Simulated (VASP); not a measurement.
Wanted: the native input for a VASP 6.6.1 run.

| Property | Result |
| --- | --- |
| Task | single point |
| Functional | PBE |
| Potentials or basis | VASP PAW PBE potentials, release 64 (Zn, Sn_d, N) |
| Cutoff | 520 eV |
| k mesh | 8 × 8 × 8 |
| Occupations | gaussian, width 0.1 eV |
| Spin | no spin polarisation |
| Dipole correction | no |
| Further INCAR settings | ALGO = Normal; EDIFF = 1e-06; NBANDS = 46 |

The structure of ZnSn4N lies in POSCAR:

```
ZnSn4N
1.0
    0.0000000000      4.2757342474      4.2757342474
    4.2757342474      0.0000000000      4.2757342474
    4.2757342474      4.2757342474      0.0000000000
Zn Sn N
1 4 1
Direct
    0.0000000000      0.0000000000      0.0000000000
    0.3751810180      0.3751810180      0.8744569460
    0.3751810180      0.8744569460      0.3751810180
    0.8744569460      0.3751810180      0.3751810180
    0.3751810180      0.3751810180      0.3751810180
    0.7500000000      0.7500000000      0.7500000000
```

The cell was generated, and may not be a known phase.

These files were run (other wordings do the same):

INCAR

```
PREC     = Accurate       # precision mode
ENCUT    = 520            # plane-wave cutoff, eV
EDIFF    = 1E-6           # SCF threshold, eV
ISMEAR   = 0              # smearing method
SIGMA    = 0.1            # smearing width, eV
LREAL    = F              # projectors in reciprocal space
LASPH    = T              # aspherical terms in the spheres
NELM     = 80             # most SCF steps
ALGO     = Normal         # electronic algorithm
ISIF     = 2              # what is computed and relaxed
LWAVE    = F              # write WAVECAR
LCHARG   = F              # write CHGCAR
GGA      = PE             # functional
NBANDS   = 46             # bands
```

KPOINTS

```
regular mesh
0
Gamma
  8 8 8
```

Potentials or basis: VASP PAW PBE potentials, release 64 (Zn, Sn_d, N).

Launch:

```bash
$ cat potpaw_PBE.64/Zn/POTCAR potpaw_PBE.64/Sn_d/POTCAR potpaw_PBE.64/N/POTCAR > POTCAR
$ mpirun -np 1 vasp_std > vasp.out
```

It gave:

| Quantity | Value |
| --- | --- |
| Pressure | -0.1 GPa |
| Band gap on the k mesh | zero (an odd number of electrons rules out a gap without spin polarisation) |

Caveat: spin-orbit coupling is left out, which moves the levels of the heavy elements.

It took 4.3 min on 1 thread of Intel Xeon 8581C, on a shared host, peak memory 0.43 GiB.
